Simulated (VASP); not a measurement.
MnSb, 2 atoms in the cell. The structure is cubic, space group Fm-3m (No. 225). Conventional cell: a = 5.590 Å, b = 5.590 Å, c = 5.590 Å, α = 90.00°, β = 90.00°, γ = 90.00°. Sb (site symmetry m-3m) has 6 Mn at 2.80 Å within 3.7 Å. Within 3.7 Å of Mn (site symmetry m-3m) lie 6 Sb at 2.80 Å. 

- Program: VASP 6.6.1
- Task: single point
- Functional: PBEsol
- Potentials or basis: VASP PAW PBE potentials, release 64 (Sb, Mn_pv)
- Cutoff: 520 eV
- k mesh: 8 × 8 × 8
- Occupations: gaussian, width 0.02 eV
- Spin: collinear spin, ferromagnetic start
- Starting moments: [0.0, 4.0] μB
- Dipole correction: no
- Further INCAR settings: ALGO = Normal; EDIFF = 1e-06; NBANDS = 20

Potentials or basis: VASP PAW PBE potentials, release 64 (Sb, Mn_pv).

Launch:

```bash
$ cat potpaw_PBE.64/Sb/POTCAR potpaw_PBE.64/Mn_pv/POTCAR > POTCAR
$ mpirun -np 1 vasp_std > vasp.out
```

Hardware: 1 thread of Intel(R) Xeon(R) Platinum 8488C (Sapphire Rapids), on a shared host.

Estimate the wall time of this run.

Run time: 59 s on 1 thread of Intel(R) Xeon(R) Platinum 8488C (Sapphire Rapids) (shared host), peak memory 0.21 GiB. Counts: scf iterations 16, k points 29.
